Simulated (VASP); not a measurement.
Ta2Ru:

```
CELL_PARAMETERS angstrom
4.05770 0.00000 0.00000
-2.02885 3.51407 0.00000
0.00000 0.00000 2.90657
ATOMIC_POSITIONS crystal
Ta 0.33333 0.66667 0.50000
Ta 0.66667 0.33333 0.50000
Ru 0.00000 0.00000 0.00000
```

| Item | Value |
| --- | --- |
| Program | VASP 6.6.1 |
| Task | relaxation of cell and atoms |
| Functional | PBE |
| Potentials or basis | VASP PAW PBE potentials, release 64 (Ta_pv, Ru_pv) |
| Cutoff | 600 eV |
| k mesh | 6 × 6 × 6 |
| Occupations | gaussian, width 0.1 eV |
| Spin | no spin polarisation |

At the start: pressure 68.4 GPa; volume 13.81 Å³/atom.

Q: How do energy, volume and symmetry change on relaxing?

A: Over 12 steps the energy falls by 844.4 meV/atom and the volume is 16.84 Å³/atom (+21.9 %); space group P6/mmm (No. 191, to 0.05 Å).

Step by step:
| step | energy change (eV) | largest force (eV/Å) | pressure (GPa) | volume (Å³) |
| --- | --- | --- | --- | --- |
| 1 | 0.0000 | 0.0000 | 68.41 | 41.44 |
| 2 | 3.6264 | 0.0000 | -33.95 | 86.32 |
| 3 | -2.1892 | 0.0000 | -11.06 | 54.53 |
| 4 | -2.2523 | 0.0000 | -7.96 | 53.04 |
| 5 | -2.2620 | 0.0000 | -4.24 | 51.97 |
| 6 | -2.2624 | 0.0000 | -5.08 | 52.19 |
| 7 | -2.5154 | 0.0000 | 2.93 | 49.93 |
| 8 | -2.5330 | 0.0000 | 0.64 | 50.36 |
| 9 | -2.5330 | 0.0000 | 0.43 | 50.40 |
| 10 | -2.5329 | 0.0000 | -0.68 | 50.68 |
| 11 | -2.5332 | 0.0000 | -0.10 | 50.54 |
| 12 | -2.5333 | 0.0000 | 0.01 | 50.52 |

Final structure:
```
Ta Ru
1.0
     4.58728    0.00000    0.00000
    -2.29364    3.97270    0.00000
     0.00000    0.00000    2.77212
Ta Ru
2 1
Direct
  0.33333 0.66667 0.50000
  0.66667 0.33333 0.50000
  0.00000 0.00000 0.00000
```

Caveat: the k points lie up to 0.38 Å⁻¹ apart in the final cell; the volume moved by over 15 % at a fixed basis, so the end points are rough.
